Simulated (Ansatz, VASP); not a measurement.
BaTiO3: VASP beside Ansatz

File INCAR:

```
PREC = Accurate ; ENCUT = 1340
EDIFF = 1E-6 ; ISMEAR = 0
SIGMA = 0.01 ; LREAL = False
LASPH = True ; NELM = 200
ALGO = Normal ; ISIF = 2
LWAVE = False ; LCHARG = True
LMAXMIX = 4 ; LDAU = True
LDAUTYPE = 2 ; LDAUL = -1 2 -1
LDAUU = 0 4 0 ; LDAUJ = 0 0 0
LDAUPRINT = 1 ; GGA = PE
LELF = True ; LVHAR = True
NBANDS = 28 ; GGA_COMPAT = False
```

KPOINTS

```
regular mesh
0
Gamma
  6 6 6
```

File POSCAR:

```
BaTiO3
1.0
    2.8603720851      1.6514365933      2.3460535783
   -2.8603720851      1.6514365933      2.3460535783
    0.0000000000     -3.3028731867      2.3460535783
Ba Ti O
1 1 3
Direct
    0.0026800181      0.0026800181      0.0026800181
    0.5097634811      0.5097634811      0.5097634811
    0.4940298989      0.4940298989      0.9886067303
    0.4940298989      0.9886067303      0.4940298989
    0.9886067303      0.4940298989      0.4940298989
```

Input for Ansatz:

```yaml
crystal:
  lattice:
    - [2.8603720851, 1.6514365933, 2.3460535783]
    - [-2.8603720851, 1.6514365933, 2.3460535783]
    - [0.0, -3.3028731867, 2.3460535783]
  atoms:
    - { symbol: Ba, position: [0.0026800181, 0.0026800181, 0.0026800181] }
    - { symbol: Ti, position: [0.5097634811, 0.5097634811, 0.5097634811] }
    - { symbol: O, position: [0.4940298989, 0.4940298989, 0.9886067303] }
    - { symbol: O, position: [0.4940298989, 0.9886067303, 0.4940298989] }
    - { symbol: O, position: [0.9886067303, 0.4940298989, 0.4940298989] }
basis:
  ecutwfc: 420
  xc_grid: 2
kpoints:
  mp_grid: { grid: [6, 6, 6] }
hamiltonian:
  xc: pbe
  hubbard: { sites: [{ species: Ti, l: d, u_eff: 4.0 }] }
scf:
  occupations: { method: fixed }
output:
  forces: true
  stress: true
  eigenvalues: true
  polarization: {}
  write_density: true
  write_potential: true
  elf: true
  volumetric_format: npy
```

Change from the starting cell: polar distortion scaled by 0.70 at the polar cell.

Alike in both runs: task single point; functional PBE; k mesh 6 × 6 × 6; no spin polarisation; Hubbard terms Ti d U = 4.0 eV.

|  | VASP | Ansatz |
| --- | --- | --- |
| version | VASP 6.6.1 | Ansatz 0.2.0 |
| potentials or method | VASP PAW PBE potentials, release 64 (Ba_sv, Ti_sv, O_h), cutoff 1340 eV | scalar-relativistic, plane waves, PAW |
| occupations | gaussian, width 0.01 eV | fixed |
| valence electrons in the cell | 40 | 40 |

```csv
,VASP,Ansatz,Ansatz less VASP
gap on the k mesh at the Fermi level (eV),2.39,2.41,+0.027
least direct gap on the mesh (eV),2.70,2.70,+0.004
pressure (GPa),1.9,-1.3,-3.20
"traceless stress, the component that is largest in VASP (GPa)",-0.47,-0.30,+0.164
rms of the force components (eV/Å),0.093,0.065,-0.0277
```

The programs project onto different local orbitals, so the same U acts differently, and such runs can settle in different states. Atom by atom the forces differ by 0.157 eV/Å (rms over components).

Neither program's run includes spin-orbit coupling.
